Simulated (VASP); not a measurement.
Here is a VASP 6.6.1 calculation.

Contents of INCAR:

```
SYSTEM = TaN
PREC = Accurate ; ENCUT = 520
EDIFF = 1E-7 ; ISMEAR = 0
SIGMA = 0.1 ; LREAL = .False.
LASPH = .True. ; NELM = 60
ALGO = Normal ; ISIF = 2
LWAVE = .False. ; LCHARG = .True.
GGA = PE ; LELF = .True.
LVHAR = .True. ; NBANDS = 24
```

KPOINTS

```
Automatic mesh
0
Gamma
  18 18 8
  0 0 0
```

The input POSCAR:

```
TaN
1.0
    3.1522049234      0.0000000000      0.0000000000
   -1.5761024617      2.7298895416      0.0000000000
    0.0000000000      0.0000000000      6.1042997619
Ta N
2 2
Direct
    0.0000000000      0.0000000000      0.0255316884
    0.3333333333      0.6666666667      0.5255316884
    0.0000000000      0.0000000000      0.3494683116
    0.3333333333      0.6666666667      0.8494683116
```

Potentials or basis: VASP PAW PBE potentials, release 64 (Ta_pv, N).

The run is started by

```bash
$ cat potpaw_PBE.64/Ta_pv/POTCAR potpaw_PBE.64/N/POTCAR > POTCAR
$ mpirun -np 1 vasp_std > vasp.out
```

(1) Estimate the largest force.

(2) Predict the pressure.

(3) Predict the band gap on the k mesh.

Answers

(1) 0.024 eV/Å.

(2) 0.5 GPa.

(3) zero (bands 16 and 17 overlap by 0.43 eV).

Caveat: spin-orbit coupling is left out, which moves the levels of the heavy elements.
